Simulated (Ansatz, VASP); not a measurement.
## BaO in VASP and in Ansatz

```
Ba O
1.0
     3.98761    0.00000    0.00000
     1.99380    3.45337    0.00000
     1.99380    1.15112    3.25587
Ba O
1 1
Direct
  0.00000 0.00000 0.00000
  0.50000 0.50000 0.50000
```

Alike in both runs: functional RPBE; k mesh 8 × 8 × 8; no spin polarisation.

Ansatz relaxed the structure, and its values are those at the end. VASP's run is a single point on that final structure, the one shown.

|  | VASP | Ansatz |
| --- | --- | --- |
| version | VASP 6.6.1 | Ansatz 0.2.0 |
| potentials or method | VASP PAW PBE potentials, release 64 (Ba_sv, O) | plane waves, PAW |
| plane-wave cutoff (eV) | 600 | 420 |
| occupations | gaussian, width 0.01 eV | fixed |
| valence electrons in the cell | 16 | 16 |

Ansatz gave:

- pressure (GPa): 0.0

**Question.** Estimate VASP's values.

**Answer.** Pressure (GPa): 1.3.

VASP's potentials were made for PBE, not for RPBE.

Spin-orbit coupling is off throughout.
